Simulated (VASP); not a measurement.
# Re (I4/mmm) in VASP: a series of runs

The runs below take Re through single point, with PBE.

Everything below comes from runs of VASP 6.6.1. Logs are shortened: lines on timing, memory, paths and dates and some standing lists are left out, and cuts for length are marked.

## Step 1: The cell of the first run

Symmetry: I4/mmm, No. 139, tetragonal system. Conventional cell: a = 3.124 Å, b = 3.124 Å, c = 2.927 Å, α = 90.00°, β = 90.00°, γ = 90.00°. Re (site symmetry 4/mmm) has 14 Re at 2.65 to 3.12 Å within 3.5 Å.

## Step 2: Single point, PBE (14.29 Å³/atom)

Input file INCAR:

```
SYSTEM = Re
PREC = Accurate
ENCUT = 560
EDIFF = 1E-6
ISMEAR = 0
SIGMA = 0.15
LREAL = .False.
LASPH = .True.
NELM = 120
ALGO = Normal
ISIF = 2
LWAVE = .False.
LCHARG = .False.
GGA = PE
NBANDS = 14
GGA_COMPAT = .False.
```

Input file KPOINTS:

```
Automatic mesh
0
Gamma
  10 10 10
  0 0 0
```

Input file POSCAR:

```
Re
1.0
    0.0000000000      2.2092936389      1.4634361064
    2.2092936389      0.0000000000      1.4634361064
    2.2092936389      2.2092936389      0.0000000000
Re
1
Direct
    0.0000000000      0.0000000000      0.0000000000
```

Potentials or basis: VASP PAW PBE potentials, release 64 (Re_sv_GW).

Launch:

```
$ cat potpaw_PBE.64/Re_sv_GW/POTCAR > POTCAR
$ mpirun -np 1 vasp_std > vasp.out
```

OUTCAR:

```text
SYSTEM = Re
   PREC = Accurate
   ENCUT = 560
   EDIFF = 1E-6
   ISMEAR = 0
   LREAL = .False.
   LASPH = .True.
   NELM = 120
   ISIF = 2
   GGA = PE

 ion  position               nearest neighbor table
   1  0.000  0.000  0.000-

  LATTYP: Found a body centered tetragonal cell.
 ALAT       =     3.1244130274
 C/A-ratio  =     0.9367750637

  Lattice vectors:

 A1 = (   0.0000000000,  -2.2092936389,  -1.4634361064)
 A2 = (   0.0000000000,   2.2092936389,  -1.4634361064)
 A3 = (   2.2092936389,   0.0000000000,   1.4634361064)

Analysis of symmetry for initial positions (statically):
=====================================================================
 Subroutine PRICEL returns:
 Original cell was already a primitive cell.

 Routine SETGRP: Setting up the symmetry group for a
 body centered tetragonal supercell.

 Subroutine GETGRP returns: Found 16 space group operations
 (whereof 16 operations were pure point group operations)
 out of a pool of 16 trial point group operations.

The static configuration has the point symmetry D_4h.

Analysis of symmetry for dynamics (positions and initial velocities):
=====================================================================
 Subroutine PRICEL returns:
 Original cell was already a primitive cell.

 Routine SETGRP: Setting up the symmetry group for a
 body centered tetragonal supercell.

 Subroutine GETGRP returns: Found 16 space group operations
 (whereof 16 operations were pure point group operations)
 out of a pool of 16 trial point group operations.

The dynamic configuration has the point symmetry D_4h.

 Subroutine INISYM returns: Found 16 space group operations
 (whereof 16 operations are pure point group operations),
 and found     1 'primitive' translations

----------------------------------------------------------------------------------------

                                     Primitive cell

  volume of cell :      14.2860

  direct lattice vectors                    reciprocal lattice vectors
     0.000000000  2.209293639  1.463436106    -0.226316679  0.226316679  0.341661654
     2.209293639  0.000000000  1.463436106     0.226316679 -0.226316679  0.341661654
     2.209293639  2.209293639  0.000000000     0.226316679  0.226316679 -0.341661654

  length of vectors
     2.650023325  2.650023325  3.124413027     0.468157200  0.468157200  0.468157200

  position of ions in fractional coordinates (direct lattice)
     0.000000000  0.000000000  0.000000000

  ion indices of the primitive-cell ions
   primitive index   ion index
                 1           1

----------------------------------------------------------------------------------------

 KPOINTS: Automatic mesh

Automatic generation of k-mesh.
 Grid dimensions read from file:
 generate k-points for:   10   10   10

 Generating k-lattice:

  Cartesian coordinates                     Fractional coordinates (reciprocal lattice)
    -0.022631668  0.022631668  0.034166165     0.100000000 -0.000000000  0.000000000
     0.022631668 -0.022631668  0.034166165    -0.000000000  0.100000000  0.000000000
     0.022631668  0.022631668 -0.034166165     0.000000000  0.000000000  0.100000000

  Length of vectors
     0.046815720  0.046815720  0.046815720

  Shift w.r.t. Gamma in fractional coordinates (k-lattice)
     0.000000000  0.000000000  0.000000000

 Subroutine IBZKPT returns following result:
 ===========================================

 Found    102 irreducible k-points:

 Following reciprocal coordinates:
            Coordinates               Weight
  0.000000  0.000000  0.000000      1.000000
  0.100000  0.000000  0.000000      8.000000
  0.200000  0.000000  0.000000      8.000000
  0.300000  0.000000  0.000000      8.000000
  0.400000  0.000000  0.000000      8.000000
  0.500000 -0.000000  0.000000      4.000000
[... 16 lines left out ...]
  0.300000  0.300000  0.000000      2.000000
  0.400000  0.300000  0.000000      8.000000
 [... further k-points ...]
   k-points           NKPTS =    102   k-points in BZ     NKDIM =    102   number of bands    NBANDS=     14
   number of dos      NEDOS =    301   number of ions     NIONS =      1
   total plane-waves  NPLWV =   9600
   dimension x,y,z NGX =    20 NGY =   20 NGZ =   24
   dimension x,y,z NGXF=    40 NGYF=   40 NGZF=   48
   ions per type =               1
   NGX,Y,Z   is equivalent  to a cutoff of  12.55, 12.55, 12.77 a.u.
   NGXF,Y,Z  is equivalent  to a cutoff of  25.09, 25.09, 25.54 a.u.
 SYSTEM =  Re
   PREC   = accura    normal or accurate (medium, high low for compatibility)
   ISTART =      0    job   : 0-new  1-cont  2-samecut
   ICHARG =      2    charge: 1-file 2-atom 10-const
   ISPIN  =      1    spin polarized calculation?
   LNONCOLLINEAR =      F non collinear calculations
   LSORBIT =      F    spin-orbit coupling
   LASPH  =      T    aspherical Exc in radial PAW
   ENCUT  =  560.0 eV  41.16 Ry    6.42 a.u.   5.11  5.11  6.03*2*pi/ulx,y,z
   NELM   =    120;   NELMIN=  2; NELMDL= -5     # of ELM steps
   EDIFF  = 0.1E-05   stopping-criterion for ELM
   LREAL  =      F    real-space projection
   EDIFFG = 0.1E-04   stopping-criterion for IOM
   NSW    =      0    number of steps for IOM
   IBRION =     -1    ionic relax: 0-MD 1-quasi-New 2-CG
   NFREE  =      0    steps in history (QN), initial steepest desc. (CG)
   ISIF   =      2    stress and relaxation
   ISYM   =      2    0-nonsym 1-usesym 2-fastsym
   POTIM  = 0.5000    time-step for ionic-motion
   TEBEG  =    0.0;   TEEND  =   0.0 temperature during run
   PSTRESS=    0.0 pullay stress
   NELECT =      15.0000    total number of electrons
   NUPDOWN=      -1.0000    fix difference up-down
   EMIN   =  10.00;   EMAX   =-10.00  energy-range for DOS
   EFERMI =   0.00;   METHOD = LEGACY
   ISMEAR =     0;   SIGMA  =   0.15  broadening in eV -4-tet -1-fermi 0-gaus
   EFERMI_NEDOS =   21; number of points for ismear=-14 and -15
   IALGO  =     38    algorithm
   IMIX   =      4    mixing-type and parameters
     AMIX     =   0.40;   BMIX     =  1.00
     AMIX_MAG =   1.60;   BMIX_MAG =  1.00
  volume/ion in A,a.u.               =      14.29        96.41
  Fermi-wavevector in a.u.,A,eV,Ry     =   1.663930  3.144372 37.669945  2.768663
  Thomas-Fermi vector in A             =   2.750562
   LORBIT       =      0    0 simple, 1 ext, 2 COOP (PROOUT), +10 PAW based schemes
   GGA     = PE    functional components
   LHFCALC =     F    Hartree Fock is set to
   AEXX    =    0.0000 exact exchange contribution
   IVDW    =     0    specifies the selected vdW correction
   LEPSILON=     F    determine dielectric tensor
   LRPA    =     F    only Hartree local field effects (RPA)
 non-spin polarized calculation
 Gauss-broadening in eV      SIGMA  =   0.15
  energy-cutoff  :      560.00
  volume of cell :       14.29
 maximum number of plane-waves:       442
   NGX = 11   NGY = 11   NGZ = 13

 number of electron      15.0000000 magnetization

 Free energy of the ion-electron system (eV)
  ---------------------------------------------------
  ext. energy  EPLUGINS =         0.00000000
  ---------------------------------------------------
  free energy    TOTEN  =       -13.70523087 eV

  energy without entropy =      -13.69562742  energy(sigma->0) =      -13.70042914

 E-fermi :  14.4094     XC(G=0): -14.4058

 val. band max:       14.3838958678   @ k =   0.4000   0.0000   0.2000
 cond. band min:      14.4363245733   @ k =   0.5000   0.0000   0.5000
 fundamental gap:      0.0524287055
 Fermi energy:        14.4093896492

 k-point     1 :       0.0000    0.0000    0.0000
  band No.  band energies     occupation
      1     -66.3427      2.00000
      2     -27.5401      2.00000
      3     -27.5401      2.00000
      4     -27.4237      2.00000
      5       3.5110      2.00000
      6      11.1038      2.00000
      7      12.0625      2.00000
      8      12.0625      2.00000
      9      14.6937      0.00735
     10      15.8492      0.00000
     11      28.7616      0.00000
     12      28.7616      0.00000
     13      30.1132      0.00000
     14      41.3836      0.00000

 k-point     2 :       0.1000    0.0000    0.0000
  band No.  band energies     occupation
      1     -66.3285      2.00000
      2     -27.6379      2.00000
      3     -27.5852      2.00000
      4     -27.4679      2.00000
      5       4.0306      2.00000
      6      11.0922      2.00000
      7      11.9439      2.00000
      8      12.2544      2.00000
      9      14.6826      0.01000
     10      15.5309      0.00000
     11      29.5126      0.00000
     12      29.6460      0.00000
     13      30.7673      0.00000
     14      38.7678      0.00000

 k-point     3 :       0.2000    0.0000    0.0000
  band No.  band energies     occupation
      1     -66.2919      2.00000
      2     -27.9746      2.00000
      3     -27.7019      2.00000
      4     -27.4948      2.00000
      5       5.3629      2.00000
      6      10.5249      2.00000
      7      11.4999      2.00000
      8      13.5124      2.00000
      9      14.8180      0.00012
     10      15.3167      0.00000
     11      29.9493      0.00000
     12      31.9538      0.00000
     13      32.0708      0.00000
     14      36.9763      0.00000
[... 324 lines left out ...]
 k-point    23 :       0.3000    0.3000    0.0000
  band No.  band energies     occupation
      1     -66.1648      2.00000
      2     -28.3057      2.00000
      3     -28.1752      2.00000
      4     -28.1752      2.00000
      5       9.0789      2.00000
      6       9.1873      2.00000
      7      12.9415      2.00000
      8      12.9415      2.00000
      9      15.2353      0.00000
     10      18.3321      0.00000
     11      29.5401      0.00000
     12      31.7797      0.00000
     13      31.7797      0.00000
     14      34.7678      0.00000

 k-point    24 :       0.4000    0.3000    0.0000
  band No.  band energies     occupation
      1     -66.1371      2.00000
      2     -28.4776      2.00000
      3     -28.3033      2.00000
      4     -28.1578      2.00000
      5       8.3040      2.00000
      6       8.9678      2.00000
      7      13.3105      2.00000
      8      13.7869      2.00000
      9      17.1651      0.00000
     10      19.8623      0.00000
     11      27.3009      0.00000
     12      28.6553      0.00000
     13      32.2222      0.00000
     14      35.3334      0.00000

 [... further k-points ...]

------------------------ aborting loop because EDIFF is reached ----------------------------------------

  FORCE on cell =-STRESS in cart. coord.  units (eV):
  Direction    XX          YY          ZZ          XY          YZ          ZX
  --------------------------------------------------------------------------------------
  -------------------------------------------------------------------------------------
  Total        1.7853045      1.7853045      1.9644335      0.0000000     -0.0000000      0.0000000
  in kB      200.2222022    200.2222022    220.3115518      0.0000000     -0.0000000      0.0000000
  external PRESSURE =     206.9186521 kB  Pullay stress =       0.0000000 kB

 VOLUME and BASIS-vectors are now :
 -----------------------------------------------------------------------------
  energy-cutoff  :      560.00
  volume of cell :       14.29
      direct lattice vectors                 reciprocal lattice vectors
     0.000000000  2.209293639  1.463436106    -0.226316679  0.226316679  0.341661654
     2.209293639  0.000000000  1.463436106     0.226316679 -0.226316679  0.341661654
     2.209293639  2.209293639  0.000000000     0.226316679  0.226316679 -0.341661654

 POSITION                                       TOTAL-FORCE (eV/Angst)
 -----------------------------------------------------------------------------------
      0.00000      0.00000      0.00000         0.000000      0.000000     -0.000000
 -----------------------------------------------------------------------------------
    total drift:                                0.000000      0.000000     -0.000000

  FREE ENERGIE OF THE ION-ELECTRON SYSTEM (eV)
  ---------------------------------------------------
  free  energy   TOTEN  =       -13.7052308658 eV

  energy  without entropy=      -13.6956274241  energy(sigma->0) =      -13.70042914
```

Run time: 16 s. Hardware: 1 thread of Intel Xeon Platinum 8488C (Sapphire Rapids), shared host; peak memory 0.15 GiB.

Results:

```yaml
Free_energy: -13.7052 eV
Pressure: 20.7 GPa
Band_gap_on_the_k_mesh: zero (an odd number of electrons rules out a gap without spin polarisation)
```

Stress tensor (GPa, compression positive):
```
20.02  0.00  0.00
 0.00 20.02  0.00
 0.00  0.00 22.03
```

Caveat: the cell stands under pressure; spin-orbit coupling is left out, which moves the levels of the heavy elements.

(Continued in part 2 of 2.)

The gap in the log of VASP goes by the Fermi energy; the results here count the filled bands.